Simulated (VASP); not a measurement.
# P (R-3m) in VASP: further runs, part 2 of 2

VASP 6.6.1. The steps go on from the part before.

### 3 Electric field gradients, PBEsol

Contents of INCAR:

```
SYSTEM = P
PREC = Accurate
ENCUT = 520
EDIFF = 1E-8
ISMEAR = -1
SIGMA = 0.05
LREAL = .False.
LASPH = .True.
NELM = 80
ALGO = Normal
ISIF = 2
LWAVE = .False.
LCHARG = .False.
GGA = PS
LEFG = .True.
NBANDS = 12
```

Contents of KPOINTS:

```
regular mesh
0
Gamma
  14 14 14
  0 0 0
```

Contents of POSCAR:

```
P
1.0
    1.7257251780      0.9963478961      3.1296800121
   -1.7257251780      0.9963478961      3.1296800121
    0.0000000000     -1.9926957921      3.1296800121
P
2
Direct
    0.2270802500      0.2270802500      0.2270802500
    0.7729197500      0.7729197500      0.7729197500
```

Potentials or basis: VASP PAW PBE potentials, release 64 (P).

Command:

```sh
$ cat potpaw_PBE.64/P/POTCAR > POTCAR
$ mpirun -np 1 vasp_std > vasp.out
```

OUTCAR:

```text
SYSTEM = P
   PREC = Accurate
   ENCUT = 520
   EDIFF = 1E-8
   ISMEAR = -1
   LREAL = .False.
   LASPH = .True.
   NELM = 80
   ISIF = 2
   GGA = PS

 ion  position               nearest neighbor table
   1  0.227  0.227  0.227-   2 2.29   2 2.29   2 2.29   2 2.82   2 2.82   2 2.82
   2  0.773  0.773  0.773-   1 2.29   1 2.29   1 2.29   1 2.82   1 2.82   1 2.82

  LATTYP: Found a trigonal (rhomboedric) cell.
 ALAT       =     3.7102201415
 COS(alpha) =     0.5673129383

  Lattice vectors:

 A1 = (   1.7257251780,   0.9963478961,   3.1296800121)
 A2 = (  -1.7257251780,   0.9963478961,   3.1296800121)
 A3 = (   0.0000000000,  -1.9926957921,   3.1296800121)

Analysis of symmetry for initial positions (statically):
=====================================================================
 Subroutine PRICEL returns:
 Original cell was already a primitive cell.

 Routine SETGRP: Setting up the symmetry group for a
 trigonal (rhombohedral) supercell.

 Subroutine GETGRP returns: Found 12 space group operations
 (whereof 12 operations were pure point group operations)
 out of a pool of 12 trial point group operations.

The static configuration has the point symmetry D_3d.

Analysis of symmetry for dynamics (positions and initial velocities):
=====================================================================
 Subroutine PRICEL returns:
 Original cell was already a primitive cell.

 Routine SETGRP: Setting up the symmetry group for a
 trigonal (rhombohedral) supercell.

 Subroutine GETGRP returns: Found 12 space group operations
 (whereof 12 operations were pure point group operations)
 out of a pool of 12 trial point group operations.

The dynamic configuration has the point symmetry D_3d.

 Subroutine INISYM returns: Found 12 space group operations
 (whereof 12 operations are pure point group operations),
 and found     1 'primitive' translations

----------------------------------------------------------------------------------------

                                     Primitive cell

  volume of cell :      32.2875

  direct lattice vectors                    reciprocal lattice vectors
     1.725725178  0.996347896  3.129680012     0.289733271  0.167277582  0.106507161
    -1.725725178  0.996347896  3.129680012    -0.289733271  0.167277582  0.106507161
     0.000000000 -1.992695792  3.129680012     0.000000000 -0.334555164  0.106507161

  length of vectors
     3.710220141  3.710220141  3.710220141     0.351099605  0.351099605  0.351099605

  position of ions in fractional coordinates (direct lattice)
     0.227080250  0.227080250  0.227080250
     0.772919750  0.772919750  0.772919750

  ion indices of the primitive-cell ions
   primitive index   ion index
                 1           1
                 2           2

----------------------------------------------------------------------------------------

 KPOINTS: regular mesh

Automatic generation of k-mesh.
 Grid dimensions read from file:
 generate k-points for:   14   14   14

 Generating k-lattice:

[... 78 lines left out ...]
   IALGO  =     38    algorithm
   IMIX   =      4    mixing-type and parameters
     AMIX     =   0.40;   BMIX     =  1.00
     AMIX_MAG =   1.60;   BMIX_MAG =  1.00
  volume/ion in A,a.u.               =      16.14       108.94
  Fermi-wavevector in a.u.,A,eV,Ry     =   1.107636  2.093128 16.692396  1.226857
  Thomas-Fermi vector in A             =   2.244152
   LORBIT       =      0    0 simple, 1 ext, 2 COOP (PROOUT), +10 PAW based schemes
   GGA     = PS    functional components
   LHFCALC =     F    Hartree Fock is set to
   AEXX    =    0.0000 exact exchange contribution
   IVDW    =     0    specifies the selected vdW correction
   LEPSILON=     F    determine dielectric tensor
   LRPA    =     F    only Hartree local field effects (RPA)
 non-spin polarized calculation
  energy-cutoff  :      520.00
  volume of cell :       32.29
 maximum number of plane-waves:       887
   NGX = 13   NGY = 13   NGZ = 13

 number of electron      10.0000000 magnetization

 Free energy of the ion-electron system (eV)
  ---------------------------------------------------
  ext. energy  EPLUGINS =         0.00000000
  ---------------------------------------------------
  free energy    TOTEN  =       -11.55500465 eV

  energy without entropy =      -11.55258212  energy(sigma->0) =      -11.55379338

 E-fermi :   8.9215     XC(G=0): -10.8704

 val. band max:        8.9171358186   @ k =   0.4286   0.3571   0.3571
 cond. band min:       8.9785024478   @ k =   0.3571   0.3571   0.3571
 fundamental gap:      0.0613666293
 Fermi energy:         8.9214819468

 k-point     1 :       0.0000    0.0000    0.0000
  band No.  band energies     occupation
      1      -7.6197      2.00000
      2       5.3338      2.00000
      3       5.7715      2.00000
      4       6.0310      2.00000
      5       6.0310      2.00000
      6      10.2106      0.00000
      7      11.5341      0.00000
      8      11.5341      0.00000
      9      14.6921      0.00000
     10      14.6921      0.00000
     11      16.0283      0.00000
     12      16.0600      0.00000
[... 331 lines left out ...]
 k-point    24 :       0.2857    0.1429    0.0000
  band No.  band energies     occupation
      1      -6.4783      2.00000
      2       1.3031      2.00000
      3       4.1863      2.00000
      4       4.8263      2.00000
      5       7.3046      2.00000
      6      10.4307      0.00000
      7      11.3726      0.00000
      8      12.2843      0.00000
      9      12.8371      0.00000
     10      15.9404      0.00000
     11      16.9896      0.00000
     12      19.1025      0.00000

 [... further k-points ...]

------------------------ aborting loop because EDIFF is reached ----------------------------------------

  FORCE on cell =-STRESS in cart. coord.  units (eV):
  Direction    XX          YY          ZZ          XY          YZ          ZX
  --------------------------------------------------------------------------------------
  -------------------------------------------------------------------------------------
  Total       -0.2673632     -0.2673632     -0.5015547     -0.0000000     -0.0000000      0.0000000
  in kB      -13.2671737    -13.2671737    -24.8882916     -0.0000000     -0.0000000      0.0000000
  external PRESSURE =     -17.1408797 kB  Pullay stress =       0.0000000 kB

 VOLUME and BASIS-vectors are now :
 -----------------------------------------------------------------------------
  energy-cutoff  :      520.00
  volume of cell :       32.29
      direct lattice vectors                 reciprocal lattice vectors
     1.725725178  0.996347896  3.129680012     0.289733271  0.167277582  0.106507161
    -1.725725178  0.996347896  3.129680012    -0.289733271  0.167277582  0.106507161
     0.000000000 -1.992695792  3.129680012     0.000000000 -0.334555164  0.106507161

 POSITION                                       TOTAL-FORCE (eV/Angst)
 -----------------------------------------------------------------------------------
      0.00000      0.00000      2.13207         0.000000      0.000000      0.298926
      0.00000      0.00000      7.25697         0.000000     -0.000000     -0.298926
 -----------------------------------------------------------------------------------
    total drift:                                0.000000     -0.000000     -0.000000

  FREE ENERGIE OF THE ION-ELECTRON SYSTEM (eV)
  ---------------------------------------------------
  free  energy   TOTEN  =       -11.5550046487 eV

  energy  without entropy=      -11.5525821194  energy(sigma->0) =      -11.55379338

 Electric field gradients (V/A^2)
---------------------------------------------------------------------
 ion       V_xx      V_yy      V_zz      V_xy      V_xz      V_yz
---------------------------------------------------------------------
   1      13.947    13.947   -27.894     0.000     0.000    -0.000
   2      13.947    13.947   -27.894     0.000     0.000    -0.000
---------------------------------------------------------------------

 Electric field gradients after diagonalization (V/A^2)
 (convention: |V_zz| > |V_xx| > |V_yy|)
----------------------------------------------------------------------
 ion       V_xx      V_yy      V_zz     asymmetry (V_yy - V_xx)/ V_zz
----------------------------------------------------------------------
   1      13.947    13.947   -27.894       0.000
   2      13.947    13.947   -27.894       0.000
----------------------------------------------------------------------

           NMR quadrupolar parameters

 Cq : quadrupolar parameter    Cq=e*Q*V_zz/h
 eta: asymmetry parameters     (V_yy - V_xx)/ V_zz
 Q  : nuclear electric quadrupole moment in mb (millibarn)
----------------------------------------------------------------------
 ion       Cq(MHz)       eta       Q (mb)
----------------------------------------------------------------------
   1      -0.067       0.000       1.000
   2      -0.067       0.000       1.000
----------------------------------------------------------------------
```

OSZICAR:

```text
N       E                     dE             d eps       ncg     rms          rms(c)
DAV:   1     0.207632341589E+02    0.20763E+02   -0.45749E+03  6936   0.722E+02
DAV:   2    -0.104358886399E+02   -0.31199E+02   -0.29836E+02  9200   0.116E+02
DAV:   3    -0.115993225850E+02   -0.11634E+01   -0.11564E+01  8932   0.211E+01
DAV:   4    -0.116066193982E+02   -0.72968E-02   -0.72951E-02  8208   0.203E+00
DAV:   5    -0.116066766946E+02   -0.57296E-04   -0.57295E-04  9040   0.174E-01    0.681E+00
DAV:   6    -0.115729640620E+02    0.33713E-01   -0.77845E-03  8232   0.504E-01    0.403E+00
DAV:   7    -0.115549223386E+02    0.18042E-01   -0.16507E-02  8184   0.775E-01    0.791E-02
DAV:   8    -0.115549905525E+02   -0.68214E-04   -0.10618E-03  8128   0.217E-01    0.477E-02
DAV:   9    -0.115550007557E+02   -0.10203E-04   -0.32591E-05  8856   0.385E-02    0.291E-02
DAV:  10    -0.115550044032E+02   -0.36475E-05   -0.37165E-06  8324   0.122E-02    0.400E-03
DAV:  11    -0.115550046049E+02   -0.20165E-06   -0.28937E-07  8852   0.360E-03    0.199E-03
DAV:  12    -0.115550046717E+02   -0.66832E-07   -0.56682E-08  8268   0.127E-03    0.293E-04
DAV:  13    -0.115550046552E+02    0.16516E-07   -0.24842E-09  4868   0.335E-04    0.221E-04
DAV:  14    -0.115550046487E+02    0.65278E-08   -0.26274E-10  4412   0.128E-04
   1 F= -.11555005E+02 E0= -.11553793E+02  d E =-.242253E-02
```

Wall time 82 s (1 thread of AMD EPYC 7R43 (Zen 3), shared host); peak memory 0.18 GiB.

What came out:

```yaml
Free_energy: -11.5550 eV
Pressure: -1.7 GPa
Largest_force: 0.299 eV/Å
Band_gap_on_the_k_mesh: zero (bands 5 and 6 overlap by 0.60 eV)
Largest_electric_field_gradient_by_atom: P -27.9 V/Å²
```

Forces in eV/Å, atoms in the order of the input:
```
P    0.000  0.000  0.299
P    0.000  0.000 -0.299
```

Stress tensor (GPa, compression positive):
```
-1.33  0.00  0.00
 0.00 -1.33  0.00
 0.00  0.00 -2.49
```

Electric field gradients, principal values (V/Å²):
```csv
atom,least,middle,greatest (by size)
1 P,13.947,13.947,-27.894
2 P,13.947,13.947,-27.894
```

Caveat: without QUAD_EFG the Cq values of the log hold for a quadrupole moment of 1 mb, not for the nuclei; the PAW data sets were made with another functional, which shifts forces and pressure a little.

The gap in the log of VASP goes by the Fermi energy; the results here count the filled bands.